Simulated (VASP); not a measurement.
Here is a VASP 6.6.1 calculation.

Contents of INCAR:

```
PREC = Accurate
ENCUT = 520
EDIFF = 1E-8
ISMEAR = -1
SIGMA = 0.05
LREAL = False
LASPH = True
NELM = 100
ALGO = Normal
ISIF = 2
LWAVE = False
LCHARG = False
LEFG = True
NBANDS = 14
```

The input KPOINTS:

```
regular mesh
0
Gamma
  18 18 18
```

File POSCAR:

```
Rh
1.0
    0.0000000000      1.9155890106      1.9155890106
    1.9155890106      0.0000000000      1.9155890106
    1.9155890106      1.9155890106      0.0000000000
Rh
1
Direct
    0.0000000000      0.0000000000      0.0000000000
```

Potentials or basis: VASP PAW LDA potentials, release 64 (Rh_pv).

Launch:

```bash
$ cat potpaw_LDA.64/Rh_pv/POTCAR > POTCAR
$ mpirun -np 1 vasp_std > vasp.out
```

(1) Estimate the pressure.

Answers

(1) -15.9 GPa.

Caveat: without QUAD_EFG the Cq values of the log hold for a quadrupole moment of 1 mb, not for the nuclei.
